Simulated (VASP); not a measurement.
# BeTe (Fm-3m) in VASP: a series of runs

The runs below take BeTe through single point, with PBE-based screened hybrid, PBE-based global hybrid, HSE06.

Program: VASP 6.6.1. These are calculated values, not measurements. Logs are shortened: lines on timing, memory, paths and dates and some standing lists are left out, and cuts for length are marked.

## (1) The cell of the first run

The structure is cubic, space group Fm-3m (No. 225). The conventional cell has a = 5.366 Å, b = 5.366 Å, c = 5.366 Å, α = 90.00°, β = 90.00°, γ = 90.00°. Within 3.5 Å of Be (site symmetry m-3m) lie 6 Te at 2.68 Å. Within 3.5 Å of Te (site symmetry m-3m) lie 6 Be at 2.68 Å.

## (2) Single point, PBE-based screened hybrid

Input file POSCAR:

```
BeTe
1.0
    0.0000000000      2.6832298771      2.6832298771
    2.6832298771      0.0000000000      2.6832298771
    2.6832298771      2.6832298771      0.0000000000
Be Te
1 1
Direct
    0.0000000000      0.0000000000      0.0000000000
    0.5000000000      0.5000000000      0.5000000000
```

Input file INCAR.step1:

```
SYSTEM = BeTe
PREC = Accurate
ENCUT = 520
EDIFF = 1E-5
ISMEAR = -1
SIGMA = 0.02
LREAL = .FALSE.
LASPH = .TRUE.
NELM = 120
ALGO = Normal
ISIF = 2
LWAVE = .TRUE.
LCHARG = .FALSE.
GGA = PE
NBANDS = 11
GGA_COMPAT = .FALSE.
```

Input file INCAR.step2:

```
SYSTEM = BeTe
PREC = Accurate
ENCUT = 520
EDIFF = 1E-6
ISMEAR = -1
SIGMA = 0.02
LREAL = .FALSE.
LASPH = .TRUE.
NELM = 120
ALGO = Normal
ISIF = 2
LWAVE = .FALSE.
LCHARG = .FALSE.
GGA = PE
LHFCALC = .TRUE.
AEXX = 0.1
HFSCREEN = 0.5
PRECFOCK = Normal
ISTART = 1
NBANDS = 11
GGA_COMPAT = .FALSE.
```

Input file KPOINTS:

```
Automatic mesh
0
G
  4 4 4
  0 0 0
```

Potentials or basis: VASP PAW PBE potentials, release 64 (Be, Te).

Started as:

```bash
$ cat potpaw_PBE.64/Be/POTCAR potpaw_PBE.64/Te/POTCAR > POTCAR
$ cp INCAR.step1 INCAR
$ mpirun -np 1 vasp_std > vasp.out
$ cp INCAR.step2 INCAR
$ mpirun -np 1 vasp_std > vasp.out
```

OUTCAR:

```text
SYSTEM = BeTe
   PREC = Accurate
   ENCUT = 520
   EDIFF = 1E-6
   ISMEAR = -1
   LREAL = .FALSE.
   LASPH = .TRUE.
   NELM = 120
   ISIF = 2
   GGA = PE
   LHFCALC = .TRUE.
   AEXX = 0.1
   HFSCREEN = 0.5
   PRECFOCK = Normal
   ISTART = 1

 ion  position               nearest neighbor table
   1  0.000  0.000  0.000-   2 2.68   2 2.68   2 2.68   2 2.68   2 2.68   2 2.68
   2  0.500  0.500  0.500-   1 2.68   1 2.68   1 2.68   1 2.68   1 2.68   1 2.68

  LATTYP: Found a face centered cubic cell.
 ALAT       =     5.3664597542

  Lattice vectors:

 A1 = (   0.0000000000,   2.6832298771,   2.6832298771)
 A2 = (   2.6832298771,   0.0000000000,   2.6832298771)
 A3 = (   2.6832298771,   2.6832298771,   0.0000000000)

Analysis of symmetry for initial positions (statically):
=====================================================================
 Subroutine PRICEL returns:
 Original cell was already a primitive cell.

 Routine SETGRP: Setting up the symmetry group for a
 face centered cubic supercell.

 Subroutine GETGRP returns: Found 48 space group operations
 (whereof 48 operations were pure point group operations)
 out of a pool of 48 trial point group operations.

The static configuration has the point symmetry O_h .

Analysis of symmetry for dynamics (positions and initial velocities):
=====================================================================
 Subroutine PRICEL returns:
 Original cell was already a primitive cell.

 Routine SETGRP: Setting up the symmetry group for a
 face centered cubic supercell.

 Subroutine GETGRP returns: Found 48 space group operations
 (whereof 48 operations were pure point group operations)
 out of a pool of 48 trial point group operations.

The dynamic configuration has the point symmetry O_h .

 Subroutine INISYM returns: Found 48 space group operations
 (whereof 48 operations are pure point group operations),
 and found     1 'primitive' translations

----------------------------------------------------------------------------------------

                                     Primitive cell

  volume of cell :      38.6370

  direct lattice vectors                    reciprocal lattice vectors
     0.000000000  2.683229877  2.683229877    -0.186342588  0.186342588  0.186342588
     2.683229877  0.000000000  2.683229877     0.186342588 -0.186342588  0.186342588
     2.683229877  2.683229877  0.000000000     0.186342588  0.186342588 -0.186342588

  length of vectors
[... 81 lines left out ...]
   EFERMI_NEDOS =   21; number of points for ismear=-14 and -15
   IALGO  =     38    algorithm
   IMIX   =      1    mixing-type and parameters
     AMIX     =   0.40;   BMIX     =  1.00
     AMIX_MAG =   1.60;   BMIX_MAG =  1.00
  volume/ion in A,a.u.               =      19.32       130.37
  Fermi-wavevector in a.u.,A,eV,Ry     =   0.968509  1.830216 12.762394  0.938009
  Thomas-Fermi vector in A             =   2.098484
   LORBIT       =      0    0 simple, 1 ext, 2 COOP (PROOUT), +10 PAW based schemes
   GGA     = PE    functional components
   LHFCALC =     T    Hartree Fock is set to
   PRECFOCK=normal    Normal, Fast or Accurate (Low or Medium for compatibility)
   ENCUT4O =  -1.0   cutoff for four orbital integrals eV
   NKREDX  =     1    reduce k-point grid by
   NKREDY  =     1    reduce k-point grid by
   NKREDZ  =     1    reduce k-point grid by
   AEXX    =    0.1000 exact exchange contribution
   HFSCREEN=    0.5000 screening length (either q_TF or 0.3 A-1)
   HFSCREENC=   0.5000 screening length for correlation (either q_TF or 0.3 A-1)
   ENCUTFOCK=  -1.0 apply spherical cutoff to Coloumb kernel
   IVDW    =     0    specifies the selected vdW correction
   LEPSILON=     F    determine dielectric tensor
   LRPA    =     F    only Hartree local field effects (RPA)
 non-spin polarized calculation
  energy-cutoff  :      520.00
  volume of cell :       38.64
 maximum number of plane-waves:      1056
  NGX = 24; NGY = 24; NGZ = 24

 number of electron       8.0000000 magnetization

 Free energy of the ion-electron system (eV)
  ---------------------------------------------------
  ext. energy  EPLUGINS =         0.00000000
  ---------------------------------------------------
  free energy    TOTEN  =        -6.57402993 eV

  energy without entropy =       -6.56973547  energy(sigma->0) =       -6.57188270

 E-fermi :   6.9466     XC(G=0):  -9.4242

 val. band max:        6.9276496437   @ k =   0.5000   0.0000   0.0000
 cond. band min:       8.0587526007   @ k =   0.5000   0.2500   0.0000
 fundamental gap:      1.1311029570
 Fermi energy:         6.9465998436

 k-point     1 :       0.0000    0.0000    0.0000
  band No.  band energies     occupation
      1      -6.4717      2.00000
      2       6.9221      1.54616
      3       6.9221      1.54615
      4       6.9221      1.54615
      5      10.3032      0.00000
      6      13.6366      0.00000
      7      13.6366      0.00000
      8      13.6366      0.00000
      9      14.1573      0.00000
     10      14.1573      0.00000
     11      14.1573      0.00000
[... 85 lines left out ...]
 k-point     8 :      -0.2500    0.5000    0.2500
  band No.  band energies     occupation
      1      -3.5868      2.00000
      2       2.1932      2.00000
      3       2.1932      2.00000
      4       2.9159      2.00000
      5      10.6161      0.00000
      6      10.7276      0.00000
      7      14.6896      0.00000
      8      14.6896      0.00000
      9      17.2700      0.00000
     10      17.2700      0.00000
     11      23.3805      0.00000

------------------------ aborting loop because EDIFF is reached ----------------------------------------

  FORCE on cell =-STRESS in cart. coord.  units (eV):
  Direction    XX          YY          ZZ          XY          YZ          ZX
  --------------------------------------------------------------------------------------
  -------------------------------------------------------------------------------------
  Total        0.1960728      0.1960728      0.1960728     -0.0000000      0.0000000     -0.0000000
  in kB        8.1306301      8.1306301      8.1306301     -0.0000000      0.0000000     -0.0000000
  external PRESSURE =       8.1306301 kB  Pullay stress =       0.0000000 kB

 VOLUME and BASIS-vectors are now :
 -----------------------------------------------------------------------------
  energy-cutoff  :      520.00
  volume of cell :       38.64
      direct lattice vectors                 reciprocal lattice vectors
     0.000000000  2.683229877  2.683229877    -0.186342588  0.186342588  0.186342588
     2.683229877  0.000000000  2.683229877     0.186342588 -0.186342588  0.186342588
     2.683229877  2.683229877  0.000000000     0.186342588  0.186342588 -0.186342588

 POSITION                                       TOTAL-FORCE (eV/Angst)
 -----------------------------------------------------------------------------------
      0.00000      0.00000      0.00000         0.000000      0.000000      0.000000
      2.68323      2.68323      2.68323         0.000000      0.000000      0.000000
 -----------------------------------------------------------------------------------
    total drift:                                0.000000      0.000001      0.000001

  FREE ENERGIE OF THE ION-ELECTRON SYSTEM (eV)
  ---------------------------------------------------
  free  energy   TOTEN  =        -6.5740299328 eV

  energy  without entropy=       -6.5697354684  energy(sigma->0) =       -6.57188270
```

OUTCAR.step1:

```text
SYSTEM = BeTe
   PREC = Accurate
   ENCUT = 520
   EDIFF = 1E-5
   ISMEAR = -1
   LREAL = .FALSE.
[... 314 lines left out ...]
      0.00000      0.00000      0.00000        -0.000000      0.000000      0.000000
      2.68323      2.68323      2.68323         0.000000     -0.000000     -0.000000
 -----------------------------------------------------------------------------------
    total drift:                                0.000000      0.000000      0.000000

  FREE ENERGIE OF THE ION-ELECTRON SYSTEM (eV)
  ---------------------------------------------------
  free  energy   TOTEN  =        -6.3945409660 eV

  energy  without entropy=       -6.3903780453  energy(sigma->0) =       -6.39245951
```

OSZICAR.step1:

```text
N       E                     dE             d eps       ncg     rms          rms(c)
DAV:   1     0.191575163661E+02    0.19158E+02   -0.33239E+03   176   0.587E+02
DAV:   2    -0.522690290428E+01   -0.24384E+02   -0.23614E+02   229   0.949E+01
DAV:   3    -0.638102179670E+01   -0.11541E+01   -0.11426E+01   226   0.202E+01
DAV:   4    -0.638886788112E+01   -0.78461E-02   -0.78439E-02   216   0.196E+00
DAV:   5    -0.638897938848E+01   -0.11151E-03   -0.11151E-03   225   0.233E-01    0.459E+00
DAV:   6    -0.639044351993E+01   -0.14641E-02   -0.42615E-03   217   0.354E-01    0.282E+00
DAV:   7    -0.639444546317E+01   -0.40019E-02   -0.71461E-03   200   0.541E-01    0.956E-02
DAV:   8    -0.639450254069E+01   -0.57078E-04   -0.32510E-04   209   0.823E-02    0.584E-02
DAV:   9    -0.639454124041E+01   -0.38700E-04   -0.53266E-05   212   0.444E-02    0.156E-02
DAV:  10    -0.639454096604E+01    0.27437E-06   -0.20252E-06   127   0.799E-03
   1 F= -.63945410E+01 E0= -.63924595E+01  d E =-.416292E-02
```

Wall time 2 min (1 thread of Intel Xeon 6975P-C, shared host); peak memory 0.28 GiB.

Results:

```
Free energy            : -6.5740 eV
Pressure               : 0.8 GPa
Band gap on the k mesh : zero (band 4 reaches 6.93 eV, above the bottom of band 5 at 6.24 eV)
```

Levels at points of the mesh, in eV from the Fermi level:
| k point | band 1 | band 2 | band 3 | band 4 | band 5 | band 6 | band 7 | band 8 |
| --- | --- | --- | --- | --- | --- | --- | --- | --- |
| (0.00, 0.00, 0.00) | -13.42 | -0.02 | -0.02 | -0.02 | 3.36 | 6.69 | 6.69 | 6.69 |
| (0.50, 0.00, 0.00) | -11.42 | -6.70 | -0.02 | -0.02 | 2.61 | 2.61 | 3.28 | 5.92 |
| (0.50, 0.50, 0.00) | -10.59 | -5.92 | -2.83 | -2.83 | -0.71 | 3.40 | 9.30 | 9.30 |

Caveat: the k points lie up to 0.51 Å⁻¹ apart; the PAW data sets were made with another functional, which shifts forces and pressure a little; spin-orbit coupling is left out, which moves the levels of the heavy elements.

(Part 1 of 2 ends here.)
